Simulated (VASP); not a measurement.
Set up this calculation in VASP 6.6.1, as the native input.

| Property | Result |
| --- | --- |
| Task | single point |
| Functional | PBEsol |
| Potentials or basis | VASP PAW PBE potentials, release 64 (Cu) |
| Cutoff | 520 eV |
| k mesh | 15 × 15 × 15 |
| Occupations | fermi-dirac, width 0.1 eV |
| Spin | no spin polarisation |
| Dipole correction | no |
| Further INCAR settings | ALGO = Normal; EDIFF = 1e-07; NBANDS = 18 |

The structure of Cu lies in POSCAR:

```
Cu
1.0
    0.0000000000      2.5200579092      2.5200579092
    2.5200579092      0.0000000000      2.5200579092
    2.5200579092      2.5200579092      0.0000000000
Cu
2
Direct
    0.0000000000      0.0000000000      0.0000000000
    0.2500000000      0.2500000000      0.2500000000
```

These files were run (other wordings do the same):

INCAR

```
  ALGO = Normal
  EDIFF = 1E-7
  ENCUT = 520
  GGA = PS
  ISIF = 2
  ISMEAR = -1
  LASPH = T
  LCHARG = F
  LREAL = F
  LWAVE = F
  NBANDS = 18
  NELM = 60
  PREC = Accurate
  SIGMA = 0.1
```

KPOINTS

```
k-points
0
Gamma
  15 15 15
```

Potentials or basis: VASP PAW PBE potentials, release 64 (Cu).

Launch:

```console
$ cat potpaw_PBE.64/Cu/POTCAR > POTCAR
$ mpirun -np 1 vasp_std > vasp.out
```

It gave:

- Pressure: 10.4 GPa
- Band gap on the k mesh: zero (band 11 reaches 4.70 eV, above the bottom of band 12 at 3.86 eV)

Caveat: the PAW data sets were made with another functional, which shifts forces and pressure a little.

It took 2.4 min on 1 thread of Intel(R) Xeon(R) Platinum 8488C (Sapphire Rapids), on a shared host, peak memory 0.19 GiB.
